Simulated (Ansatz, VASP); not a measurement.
# One calculation of BeSi, two programs

```
Be Si
1.0
     1.40597    0.81174    3.46516
    -1.40597    0.81174    3.46516
     0.00000   -1.62348    3.46516
Be Si
1 1
Cartesian
  0.0000 0.0000 0.0000
  0.0000 0.0000 5.1977
```

Alike in both runs: task relaxation of cell and atoms; functional PBE; k mesh 24 × 24 × 24; occupations gaussian, width 0.1 eV; no spin polarisation.

|  | VASP | Ansatz |
| --- | --- | --- |
| version | VASP 6.6.1 | Ansatz 0.2.0 |
| potentials or method | VASP PAW PBE potentials, release 64 (Be, Si), cutoff 600 eV | scalar-relativistic, plane waves, PAW |
| valence electrons in the cell | 6 | 6 |

|  | VASP | Ansatz | Ansatz less VASP |
| --- | --- | --- | --- |
| gap on the k mesh at the Fermi level, each at its own relaxed structure (eV) | none | none | - |
| relaxed volume (Å³/atom) | 11.81 | 11.82 | +0.007 |
| relaxed cell length with the largest relative difference (Å) | 3.848 | 3.848 | -0.0001 |

A gap of «none» marks a metal or a gap that the smearing closes.
